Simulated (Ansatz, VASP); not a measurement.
**One calculation of LiAg3Cl3, two programs**

```
Li Ag Cl
1.0
     6.91524    0.00000   -0.00651
     0.00000    3.38248    0.00000
    -3.36406    0.00000    6.16519
Li Ag Cl
1 3 3
Direct
  0.54991 0.50000 0.22191
  0.98853 0.50000 0.11040
  0.61565 0.50000 0.70309
  0.98627 0.00000 0.77184
  0.31802 0.50000 0.84406
  0.84024 0.00000 0.32459
  0.36808 0.00000 0.35751
```

Alike in both runs: functional PBE; k mesh 6 × 12 × 6; occupations gaussian, width 0.1 eV; no spin polarisation.

Ansatz relaxed the structure, and its values are those at the end. VASP's run is a single point on that final structure, the one shown.

```csv
,VASP,Ansatz
version,VASP 6.6.1,Ansatz 0.2.0
potentials or method,"VASP PAW PBE potentials, release 64 (Li_sv, Ag, Cl), cutoff 520 eV","scalar-relativistic, plane waves, PAW"
valence electrons in the cell,57,81
```

Ansatz gave:

* gap on the k mesh at the Fermi level (eV): none
* rms of the force components (eV/Å): 0.005

Question: What did VASP give for the same quantities?

Answer: gap on the k mesh at the Fermi level (eV): none; rms of the force components (eV/Å): 0.007.

A gap of «none» marks a metal or a gap that the smearing closes. The functional is the same, so the differences come from potentials, cutoffs and numerics. VASP's potentials hold 57 valence electrons a cell and Ansatz's 81, so a difference there can come from the potentials and not from the codes.

Noted on VASP's run: the cutoff is under 1.25 times that of the potentials, so the pressure is a little rough.
